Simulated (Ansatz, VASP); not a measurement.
**Two plane-wave programs on Co**

INCAR

```
SYSTEM = Co
ALGO     = Normal         ! electronic algorithm
EDIFF    = 1E-6           ! SCF threshold, eV
ENCUT    = 690            ! plane-wave cutoff, eV
GGA_COMPAT= .False.      
ISIF     = 2              ! what is computed and relaxed
ISMEAR   = -1             ! smearing method
ISPIN    = 2              ! spin polarisation
LASPH    = .True.         ! aspherical terms in the spheres
LCHARG   = .False.        ! write CHGCAR
LMAXMIX  = 4              ! l up to which the mixer works
LORBIT   = 11             ! projections on sites
LREAL    = .False.        ! projectors in reciprocal space
LWAVE    = .False.        ! write WAVECAR
MAGMOM   = 1.683          ! initial moments
NBANDS   = 18             ! bands
NELM     = 200            ! most SCF steps
PREC     = Accurate       ! precision mode
SIGMA    = 0.05           ! smearing width, eV
```

KPOINTS

```
k-points
0
Gamma
  18 18 18
  0 0 0
```

POSCAR

```
Co
1.0
   -1.3095208073      1.3095208073      1.3095208073
    1.3095208073     -1.3095208073      1.3095208073
    1.3095208073      1.3095208073     -1.3095208073
Co
1
Direct
    0.0000000000      0.0000000000      0.0000000000
```

Input for Ansatz:

```yaml
crystal:
  lattice:
    - [-1.3095208073, 1.3095208073, 1.3095208073]
    - [1.3095208073, -1.3095208073, 1.3095208073]
    - [1.3095208073, 1.3095208073, -1.3095208073]
  atoms:
    - { symbol: Co, position: [0.0, 0.0, 0.0], spin: 1.683 }
hamiltonian:
  xc: lda
  pseudopotentials:
    kind: paw
    azcp:
      Co: "pseudopotentials/Co.paw.azcp"
basis:
  ecutwfc: 420
  fft_grid_basis: typed
kpoints:
  mp_grid: { grid: [18, 18, 18], shift: [0, 0, 0] }
magnetization:
  spin_polarized: true
scf:
  occupations: { method: fermi_dirac, width: 0.05 }
  lower_state_search: "off"
output:
  stress: true
```

Alike in both runs: task single point; functional LDA; k mesh 18 × 18 × 18; occupations fermi-dirac, width 0.05 eV; collinear spin.

|  | VASP | Ansatz |
| --- | --- | --- |
| version | VASP 6.6.1 | Ansatz 0.2.0 |
| potentials or method | VASP PAW LDA potentials, release 64 (Co_sv), cutoff 690 eV | plane waves (420 eV) with PAW, scalar-relativistic |
| valence electrons in the cell | 17 | 17 |

```csv
,VASP,Ansatz,Ansatz less VASP
net moment per atom (μB),1.49,1.55,+0.054
size of the moment on the site where the two differ most (μB),1.50,1.57,+0.063
```

Ansatz warns that its potentials were made for another functional, while VASP's fit it. LDA's correlation is that of Perdew and Zunger in VASP and of Perdew and Wang (1992) in Ansatz. Site moments also hang on the region over which each program counts them.
